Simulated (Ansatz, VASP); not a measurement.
## WSeS: VASP beside Ansatz

INCAR

```
PREC = Accurate
ENCUT = 520
EDIFF = 1E-6
ISMEAR = 0
SIGMA = 0.05
LREAL = F
LASPH = T
NELM = 150
ALGO = Normal
ISIF = 2
LWAVE = F
LCHARG = F
ISPIN = 2
MAGMOM = 0 0 0 0 2 -2
LORBIT = 11
LMAXMIX = 4
NBANDS = 39
```

KPOINTS

```
regular mesh
0
Gamma
  7 7 2
```

POSCAR

```
WSeS
1.0
    3.2481132200      0.0000000000      0.0000000000
   -1.6240566100      2.8129485600      0.0000000000
    0.0000000000      0.0000000000     13.4587635500
S Se W
2 2 2
Direct
    0.6666666667      0.3333333333      0.3702379300
    0.3333333333      0.6666666667      0.6297620700
    0.3333333333      0.6666666667      0.8692758900
    0.6666666667      0.3333333333      0.1307241100
    0.3333333333      0.6666666667      0.2568466400
    0.6666666667      0.3333333333      0.7431533600
```

Input for Ansatz:

```yaml
crystal:
  lattice:
    - [3.24811322, 0.0, 0.0]
    - [-1.62405661, 2.81294856, 0.0]
    - [0.0, 0.0, 13.45876355]
  atoms:
    - { symbol: S, position: [0.6666666667, 0.3333333333, 0.37023793] }
    - { symbol: S, position: [0.3333333333, 0.6666666667, 0.62976207] }
    - { symbol: Se, position: [0.3333333333, 0.6666666667, 0.86927589] }
    - { symbol: Se, position: [0.6666666667, 0.3333333333, 0.13072411] }
    - { symbol: W, position: [0.3333333333, 0.6666666667, 0.25684664], spin: 2.0 }
    - { symbol: W, position: [0.6666666667, 0.3333333333, 0.74315336], spin: -2.0 }
basis:
  ecutwfc: 420
  ecutrho_ratio: 4
kpoints:
  mp_grid: { grid: [7, 7, 2] }
hamiltonian:
  xc: lda
scf:
  occupations: { method: gaussian, width: 0.05 }
  lower_state_search: "off"
  max_iter: 150
output:
  forces: true
  stress: true
  eigenvalues: true
  populations: true
  hubbard: { sites: [{ site: 4, l: d }, { site: 5, l: d }] }
magnetization:
  spin_polarized: true
```

Alike in both runs: task single point; functional LDA; k mesh 7 × 7 × 2; occupations gaussian, width 0.05 eV; collinear spin.

```csv
,VASP,Ansatz
version,VASP 6.6.1,Ansatz 0.2.0
potentials or method,"VASP PAW LDA potentials, release 64 (S, Se, W_sv), cutoff 520 eV","scalar-relativistic, plane waves, PAW"
valence electrons in the cell,52,72
```

```csv
,VASP,Ansatz,Ansatz less VASP
gap on the k mesh at the Fermi level (eV),1.14,1.13,-0.009
least direct gap on the mesh (eV),2.13,2.13,-0.005
pressure (GPa),-4.9,-5.3,-0.49
"traceless stress, the component that is largest in VASP (GPa)",1.13,1.07,-0.053
rms of the force components (eV/Å),0.124,0.154,+0.0302
net moment per atom (μB),0.00,0.00,0.000
```

LDA's correlation is that of Perdew and Zunger in VASP and of Perdew and Wang (1992) in Ansatz. Atom by atom the forces differ by 0.038 eV/Å (rms over components). VASP's potentials hold 52 valence electrons a cell and Ansatz's 72, so a difference there can come from the potentials and not from the codes. Ansatz's warnings: seeded moment not kept.

Spin-orbit coupling is off throughout.
